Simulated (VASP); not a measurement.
# HC8 in VASP: a series of runs

HC8 is run at these levels: PBE+D3(BJ); tasks: single point.

Program: VASP 6.6.1. These are calculated values, not measurements. Logs are shortened: lines on timing, memory, paths and dates and some standing lists are left out, and cuts for length are marked.

## (1) The cell of the first run

The cell holds a slab with vacuum, 9 atoms: a = 4.931 Å, b = 4.931 Å, c = 17.000 Å, α = 90.00°, β = 90.00°, γ = 120.00°.

## (2) Single point, PBE+D3(BJ), collinear spin

The input, INCAR:

```
ALGO = Normal ; DIPOL = 0.5 0.5 0.237
EDIFF = 1E-6 ; ENCUT = 520
GGA = PE ; IDIPOL = 3
ISIF = 2 ; ISMEAR = 0
ISPIN = 2 ; IVDW = 12
LASPH = True ; LCHARG = True
LDIPOL = True ; LELF = True
LORBIT = 11 ; LREAL = False
LVACPOTAV = True ; LVHAR = True
LWAVE = False ; MAGMOM = 0 0 0 0 0 0 0 0 1
NBANDS = 30 ; NELM = 150
PREC = Accurate ; SIGMA = 0.1
```

The input, KPOINTS:

```
k-points
0
Gamma
  6 6 1
```

The input, POSCAR:

```
HC8
1.0
    4.9313048824     -0.0000000001      0.0000000000
   -2.4656524412      4.2706353020      0.0000000000
    0.0000000000      0.0000000000     17.0000331944
C H
8 1
Direct
    0.3333333333      0.1666666667      0.2352956108
    0.3333333333      0.6666666667      0.2352956108
    0.8333333333      0.1666666667      0.2352956108
    0.8333333333      0.6666666667      0.2352956108
    0.1666666667      0.3333333333      0.2352936582
    0.1666666667      0.8333333333      0.2352936582
    0.6666666667      0.3333333333      0.2352936582
    0.6666666667      0.8333333333      0.2352936582
    0.5000000000      0.1666666667      0.2500014645
```

Potentials or basis: VASP PAW PBE potentials, release 64 (C, H).

Run with:

```bash
cat potpaw_PBE.64/C/POTCAR potpaw_PBE.64/H/POTCAR > POTCAR
mpirun -np 1 vasp_std > vasp.out
```

OUTCAR:

```text
EDIFF = 1E-6
   ENCUT = 520
   GGA = PE
   ISIF = 2
   ISMEAR = 0
   ISPIN = 2
   IVDW = 12
   LASPH = True
   LORBIT = 11
   LREAL = False
   NELM = 150
   PREC = Accurate
 IVDW          = 12

 ion  position               nearest neighbor table
   1  0.333  0.167  0.235-   9 0.86   5 1.42   7 1.42   6 1.42
   2  0.333  0.667  0.235-   6 1.42   8 1.42   5 1.42
   3  0.833  0.167  0.235-   7 1.42   5 1.42   8 1.42
   4  0.833  0.667  0.235-   8 1.42   6 1.42   7 1.42
   5  0.167  0.333  0.235-   1 1.42   3 1.42   2 1.42
   6  0.167  0.833  0.235-   2 1.42   4 1.42   1 1.42
   7  0.667  0.333  0.235-   9 0.86   3 1.42   1 1.42   4 1.42
   8  0.667  0.833  0.235-   4 1.42   2 1.42   3 1.42
   9  0.500  0.167  0.250-   1 0.86   7 0.86

  LATTYP: Found a hexagonal cell.
 ALAT       =     4.9313048824
 C/A-ratio  =     3.4473701383

  Lattice vectors:

 A1 = (   4.9313048824,  -0.0000000001,   0.0000000000)
 A2 = (  -2.4656524412,   4.2706353020,   0.0000000000)
 A3 = (   0.0000000000,   0.0000000000,  17.0000331944)

Analysis of symmetry for initial positions (statically):
=====================================================================
 Subroutine PRICEL returns:
 Original cell was already a primitive cell.

 Routine SETGRP: Setting up the symmetry group for a
 hexagonal supercell.

 Subroutine GETGRP returns: Found  2 space group operations
 (whereof  1 operations were pure point group operations)
 out of a pool of 24 trial point group operations.

The static configuration has the point symmetry C_1 .
 The point group associated with its full space group is C_1h.

Analysis of symmetry for dynamics (positions and initial velocities):
=====================================================================
 Subroutine PRICEL returns:
 Original cell was already a primitive cell.

 Routine SETGRP: Setting up the symmetry group for a
 hexagonal supercell.

 Subroutine GETGRP returns: Found  2 space group operations
 (whereof  1 operations were pure point group operations)
 out of a pool of 24 trial point group operations.

The dynamic configuration has the point symmetry C_1 .
 The point group associated with its full space group is C_1h.

Analysis of structural, dynamic, and magnetic symmetry:
[... 162 lines left out ...]
  ---------------------------------------------------
  free energy    TOTEN  =       -67.72565204 eV

  energy without entropy =      -67.71685233  energy(sigma->0) =      -67.72125218

 E-fermi :  -1.2944     XC(G=0):  -2.5533

 val. band max:       -1.4326146811   @ k =   0.3333   0.1667   0.0000
 cond. band min:      -1.2907340186   @ k =   0.0000   0.0000   0.0000
 fundamental gap:      0.1418806625
 Fermi energy:        -1.2943565418

 spin component 1

 k-point     1 :       0.0000    0.0000    0.0000
  band No.  band energies     occupation
      1     -25.5860      1.00000
      2     -20.3366      1.00000
      3     -17.2106      1.00000
      4     -16.7977      1.00000
      5     -16.4887      1.00000
      6     -16.0309      1.00000
[... 392 lines left out ...]
     27       4.8276      0.00000
     28       4.8900      0.00000
 Fermi energy:        -1.2943565418

 spin component 2

 k-point     1 :       0.0000    0.0000    0.0000
  band No.  band energies     occupation
      1     -25.5860      1.00000
      2     -20.3366      1.00000
      3     -17.2106      1.00000
      4     -16.7977      1.00000
      5     -16.4887      1.00000
      6     -16.0309      1.00000
[... 392 lines left out ...]
     27       4.7692      0.00000
     28       4.8238      0.00000
 [bands above 28 left out]

------------------------ aborting loop because EDIFF is reached ----------------------------------------

 Edisp (eV)   -0.73088

 E8    (eV) :    -0.2240

  FORCE on cell =-STRESS in cart. coord.  units (eV):
  Direction    XX          YY          ZZ          XY          YZ          ZX
  --------------------------------------------------------------------------------------
  -------------------------------------------------------------------------------------
  Total      20.73477    13.69723     3.08587     6.09469    -3.32168     1.91777
  in kB      92.79098    61.29699    13.80969    27.27459   -14.86496     8.58229
  external pressure =       55.97 kB  Pullay stress =        0.00 kB

 VOLUME and BASIS-vectors are now :
 -----------------------------------------------------------------------------
  energy-cutoff  :      520.00
  volume of cell :      358.02
      direct lattice vectors                 reciprocal lattice vectors
     4.931304882 -0.000000000  0.000000000     0.202786083  0.117078599  0.000000000
    -2.465652441  4.270635302  0.000000000     0.000000000  0.234157199  0.000000000
     0.000000000  0.000000000 17.000033194     0.000000000  0.000000000  0.058823415

 POSITION                                       TOTAL-FORCE (eV/Angst)
 -----------------------------------------------------------------------------------
      1.23283      0.71177      4.00003       -18.420746     -1.377620     -6.362765
     -0.00000      2.84709      4.00003         0.129581     -0.069919     -0.030579
      3.69848      0.71177      4.00003         1.611019     -0.541153     -0.333773
      2.46565      2.84709      4.00003        -0.616219      0.855249      0.388256
      0.00000      1.42355      4.00000        -0.432558      0.961285      0.388256
     -1.23283      3.55886      4.00000        -0.336857     -1.665760     -0.333773
      2.46565      1.42355      4.00000        10.403427     15.264024     -6.362765
      1.23283      3.55886      4.00000        -0.004238     -0.147180     -0.030579
      2.05471      0.71177      4.25003         7.666591    -13.278926     12.677722
 -----------------------------------------------------------------------------------
    total drift:                                0.000492      0.000579     -0.001085

  FREE ENERGIE OF THE ION-ELECTRON SYSTEM (eV)
  ---------------------------------------------------
  free  energy   TOTEN  =       -68.4565361744 eV

  energy  without entropy=      -68.4477364693  energy(sigma->0) =      -68.45213632

 vacuum level on the upper side and lower side of the slab         1.682         1.969

 total charge

# of ion       s       p       d       tot
------------------------------------------
    1        0.886   2.001   0.000   2.888
    2        0.856   1.800   0.000   2.655
    3        0.852   1.803   0.000   2.655
    4        0.847   1.794   0.000   2.642
    5        0.847   1.794   0.000   2.642
    6        0.852   1.803   0.000   2.655
    7        0.886   2.001   0.000   2.888
    8        0.856   1.800   0.000   2.655
    9        1.018   0.356   0.000   1.374
--------------------------------------------------
tot          7.901  15.152   0.000  23.053

 magnetization (x)

# of ion       s       p       d       tot
------------------------------------------
    1       -0.000   0.000   0.000   0.000
    2       -0.000   0.000   0.000   0.000
    3       -0.000   0.000   0.000   0.000
    4       -0.000   0.000   0.000   0.000
    5       -0.000   0.000   0.000   0.000
    6       -0.000   0.000   0.000   0.000
    7       -0.000   0.000   0.000   0.000
    8       -0.000   0.000   0.000   0.000
    9       -0.000   0.000   0.000   0.000
--------------------------------------------------
tot         -0.000   0.000   0.000   0.000
```

OSZICAR:

```text
N       E                     dE             d eps       ncg     rms          rms(c)
DAV:   1     0.270624738219E+03    0.27062E+03   -0.12504E+04  1656   0.822E+02
DAV:   2    -0.327363508184E+02   -0.30336E+03   -0.27967E+03  2428   0.209E+02
DAV:   3    -0.707178043816E+02   -0.37981E+02   -0.37604E+02  2024   0.785E+01
[... 18 lines left out ...]
DAV:  22    -0.677256396300E+02   -0.18145E-04   -0.23000E-07  1222   0.225E-03    0.484E-04
DAV:  23    -0.677256472323E+02   -0.76023E-05   -0.88840E-08  1186   0.136E-03    0.263E-04
DAV:  24    -0.677256499807E+02   -0.27483E-05   -0.28316E-08  1218   0.806E-04    0.159E-04
DAV:  25    -0.677256514992E+02   -0.15185E-05   -0.14834E-08  1204   0.525E-04    0.878E-05
DAV:  26    -0.677256520359E+02   -0.53673E-06   -0.49142E-09  1224   0.275E-04
   1 F= -.68456536E+02 E0= -.68452136E+02  d E =-.879971E-02  mag=     0.0000
```

stdout:

```text
POSCAR found type information on POSCAR C H
 POSCAR found :  2 types and       9 ions
 scaLAPACK will be used
 LDA part: xc-table for (Slater+PW92), standard interpolation
 POSCAR, INCAR and KPOINTS ok, starting setup
 FFT: planning ... GRIDC
 FFT: planning ... GRID_SOFT
 FFT: planning ... GRID
 WAVECAR not read
 entering main loop
 -----------------------------------------------------------------------------
|                                                                             |
|           W    W    AA    RRRRR   N    N  II  N    N   GGGG   !!!           |
|           W    W   A  A   R    R  NN   N  II  NN   N  G    G  !!!           |
|           W    W  A    A  R    R  N N  N  II  N N  N  G       !!!           |
|           W WW W  AAAAAA  RRRRR   N  N N  II  N  N N  G  GGG   !            |
|           WW  WW  A    A  R   R   N   NN  II  N   NN  G    G                |
|           W    W  A    A  R    R  N    N  II  N    N   GGGG   !!!           |
|                                                                             |
|     Did not find any points to average over, which means that no vacuum     |
|     field-free region was found. Please increase the size of  your cell     |
|     in the dimension of the dipole correction to obtain accurate            |
|     workfunction values.                                                    |
|                                                                             |
 -----------------------------------------------------------------------------
```

Wall time 19 min (1 thread of AMD EPYC 7R13, shared host); peak memory 0.69 GiB.

What came out:

| Quantity | Value |
| --- | --- |
| Free energy | -68.4565 eV |
| Largest force | 19.896 eV/Å |
| Net moment | 0.00 μB per cell |
| Valence electrons inside the program's atomic spheres | C 2.89, 2.65, 2.64 (each value once); H 1.37 |
| Dispersion energy per atom | -0.081 eV |

Forces in eV/Å, atoms in the order of the input:
```
C   -18.421  -1.378  -6.363
C     0.130  -0.070  -0.031
C     1.611  -0.541  -0.334
C    -0.616   0.855   0.388
C    -0.433   0.961   0.388
C    -0.337  -1.666  -0.334
C    10.403  15.264  -6.363
C    -0.004  -0.147  -0.031
H     7.667 -13.279  12.678
```

(Continued in part 2 of 2.)
